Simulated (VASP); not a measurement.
Input of a VASP 6.6.1 run:

Contents of INCAR:

```
ALGO = Normal
EDIFF = 1E-7
ENCUT = 520
GGA = PE
ISIF = 2
ISMEAR = 0
ISYM = 0
LASPH = T
LCHARG = F
LREAL = F
LWAVE = F
NBANDS = 16
NELM = 100
PREC = Accurate
SIGMA = 0.02
```

KPOINTS

```
k-points
0
Gamma
  8 5 10
```

File POSCAR:

```
AlN
1.0
    3.2184289305      0.0000000000      0.0000000000
    0.0000000000      5.2430304776      0.0000000000
   -1.6092144652      0.0000000000      2.5967868773
Al N
2 2
Direct
    0.6666666667      0.0017287175      0.3333333333
    0.3333333333      0.5017287175      0.6666666667
    0.6666666667      0.3832712825      0.3333333333
    0.3333333333      0.8832712825      0.6666666667
```

Potentials or basis: VASP PAW PBE potentials, release 64 (Al, N).

Launch:

```sh
$ cat potpaw_PBE.64/Al/POTCAR potpaw_PBE.64/N/POTCAR > POTCAR
$ mpirun -np 1 vasp_std > vasp.out
```

Question: Predict the pressure.

Answer: -3.9 GPa.

Question: Estimate the band gap on the k mesh.

Answer: 3.62 eV, direct.

Stress tensor (GPa, compression positive):
```
 -9.83   0.00   0.00
  0.00 -15.95   0.00
  0.00   0.00  13.99
```
